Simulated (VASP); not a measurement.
KI, 2 atoms in the cell. It takes space group Fm-3m (No. 225, cubic). Conventional cell: a = 7.049 Å, b = 7.049 Å, c = 7.049 Å, α = 90.00°, β = 90.00°, γ = 90.00°. Within 4.6 Å of K (site symmetry m-3m) lie 6 I at 3.52 Å. Within 4.6 Å of I (site symmetry m-3m) lie 6 K at 3.52 Å. 

```yaml
Program: VASP 6.6.1
Task: electric field gradients
Functional: PBE
Potentials_or_basis: VASP PAW PBE potentials, release 64 (K_sv, I)
Cutoff: 520 eV
k_mesh: 6 × 6 × 6
Occupations: fermi-dirac, width 0.02 eV
Spin: no spin polarisation
Dipole_correction: no
Further_INCAR_settings: ALGO = Normal; EDIFF = 1e-08; NBANDS = 15
```

Potentials or basis: VASP PAW PBE potentials, release 64 (K_sv, I).

The run is started by

```sh
$ cat potpaw_PBE.64/K_sv/POTCAR potpaw_PBE.64/I/POTCAR > POTCAR
$ mpirun -np 1 vasp_std > vasp.out
```

Hardware: 1 thread of Intel Xeon 8259CL, with other jobs on the host.

Q: Estimate the wall time of this run.

A: Wall time 54 s on 1 thread of Intel Xeon 8259CL, on a shared host, peak memory 0.24 GiB. Counts: scf iterations 18, k points 16.
